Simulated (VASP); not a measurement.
Input of a VASP 6.6.1 run:

The input INCAR:

```
PREC = Accurate
ENCUT = 520
EDIFF = 1E-7
ISMEAR = 0
SIGMA = 0.1
LREAL = False
LASPH = True
NELM = 100
ALGO = Normal
ISIF = 2
LWAVE = False
LCHARG = False
GGA = PE
NBANDS = 54
```

File KPOINTS:

```
Automatic mesh
0
Gamma
  4 4 2
```

POSCAR

```
SiGeO4
1.0
    5.0977422225      0.0000000000      0.0000000000
   -2.4763148138      4.4686396369      0.0000000000
   -0.1786093077     -0.3454669047      8.4973578269
Si Ge O
2 2 8
Direct
    0.7050643141      0.3668126681      0.0634874401
    0.2981275055      0.6358921953      0.5625493692
    0.3678031517      0.6980969436      0.9378651527
    0.6295199520      0.2971508728      0.4364873286
    0.4891840709      0.4300008998      0.9427175904
    0.0600530877      0.6137434832      0.0553710846
    0.6676134242      0.0387973855      0.0127994817
    0.6017184438      0.3866091162      0.2415378316
    0.2693570625      0.7308439123      0.7434329201
    0.3678745369      0.9170807214      0.4515268957
    0.9854123422      0.3486320936      0.4935240700
    0.5582721083      0.5363397080      0.5586988354
```

Potentials or basis: VASP PAW PBE potentials, release 64 (Si, Ge_d, O).

Launch:

```sh
$ cat potpaw_PBE.64/Si/POTCAR potpaw_PBE.64/Ge_d/POTCAR potpaw_PBE.64/O/POTCAR > POTCAR
$ mpirun -np 1 vasp_std > vasp.out
```

Question: Predict the largest force.

Answer: 0.084 eV/Å.

Question: Estimate the band gap on the k mesh.

Answer: 4.38 eV (least direct gap 4.42 eV).

Question: Estimate the pressure.

Answer: -0.2 GPa.

Forces on the atoms (eV/Å):
```
Si   0.024 -0.003  0.009
Si  -0.001 -0.002  0.011
Ge  -0.008  0.011 -0.005
Ge  -0.010 -0.010 -0.022
O   -0.060  0.040 -0.022
O    0.055  0.020 -0.037
O   -0.017 -0.053 -0.021
O    0.000 -0.020  0.081
O    0.015 -0.005  0.075
O    0.014  0.077 -0.017
O   -0.055 -0.021 -0.019
O    0.043 -0.034 -0.033
```

A k mesh can miss the band edges.
